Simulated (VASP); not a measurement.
A run of VASP 6.6.1 is set up as follows.

File INCAR:

```
SYSTEM = InGaP2
PREC = Accurate
ENCUT = 520
EDIFF = 1E-6
ISMEAR = 0
SIGMA = 0.01
LREAL = .FALSE.
LASPH = .TRUE.
NELM = 60
ALGO = Normal
ISIF = 2
LWAVE = .FALSE.
LCHARG = .FALSE.
GGA = PS
NBANDS = 46
```

KPOINTS

```
Automatic mesh
0
G
  6 6 6
  0 0 0
```

POSCAR

```
InGaP2
1.0
    5.6469145864      0.0000000000      0.0000000000
    0.0000000000     -5.6884039672      0.0000000000
    0.0000000000      0.0000000000     -5.6469145864
Ga In P
2 2 4
Direct
    0.0000000000      1.0000000000      1.0000000000
    0.5000000000      1.0000000000      0.5000000000
    0.5000000000      0.5000000000      1.0000000000
    0.0000000000      0.5000000000      0.5000000000
    0.2500000000      0.2287641703      0.2500000000
    0.7500000000      0.7712358297      0.2500000000
    0.7500000000      0.2287641703      0.7500000000
    0.2500000000      0.7712358297      0.7500000000
```

Potentials or basis: VASP PAW PBE potentials, release 64 (Ga_d, In_d, P).

Run with:

```sh
$ cat potpaw_PBE.64/Ga_d/POTCAR potpaw_PBE.64/In_d/POTCAR potpaw_PBE.64/P/POTCAR > POTCAR
$ mpirun -np 1 vasp_std > vasp.out
```

Task: Estimate the pressure.

Result: -0.1 GPa.

Task: Predict the largest force.

Result: 0.006 eV/Å.

Task: Estimate the band gap on the k mesh.

Result: 0.90 eV.

Forces in eV/Å, atoms in the order of the input:
```
Ga   0.000  0.000  0.000
Ga   0.000  0.000  0.000
In   0.000  0.000  0.000
In   0.000  0.000  0.000
P    0.000 -0.006  0.000
P    0.000  0.006  0.000
P    0.000 -0.006  0.000
P    0.000  0.006  0.000
```

Caveat: the PAW data sets were made with another functional, which shifts forces and pressure a little; spin-orbit coupling is left out, which moves the levels of the heavy elements. A k mesh can miss the band edges.
